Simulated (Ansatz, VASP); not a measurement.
## SiNi: VASP beside Ansatz

```
Ni Si
1.0
     0.00000    2.22454    2.22454
     2.22454    0.00000    2.22454
     2.22454    2.22454    0.00000
Ni Si
1 1
Cartesian
  0.0000 0.0000 0.0000
  2.2245 2.2245 2.2245
```

Change from the starting cell: volume scaled by 0.88, crystal datasets.

Alike in both runs: task single point; functional LDA; k mesh 16 × 16 × 16; occupations fermi-dirac, width 0.08 eV; no spin polarisation.

```csv
,VASP,Ansatz
version,VASP 6.6.1,Ansatz 0.2.0
potentials or method,"VASP PAW LDA potentials, release 64 (Ni, Si), cutoff 600 eV","all-electron PAW with datasets made for the crystal, scalar-relativistic"
```

```tsv
	VASP	Ansatz	Ansatz less VASP
pressure (GPa)	28.6	28.2	-0.43
```

LDA's correlation is that of Perdew and Zunger in VASP and of Perdew and Wang (1992) in Ansatz. Both programs put the cell under a high pressure, so it lies far from rest at this level. Ansatz ran all-electron here, and VASP with PAW potentials.
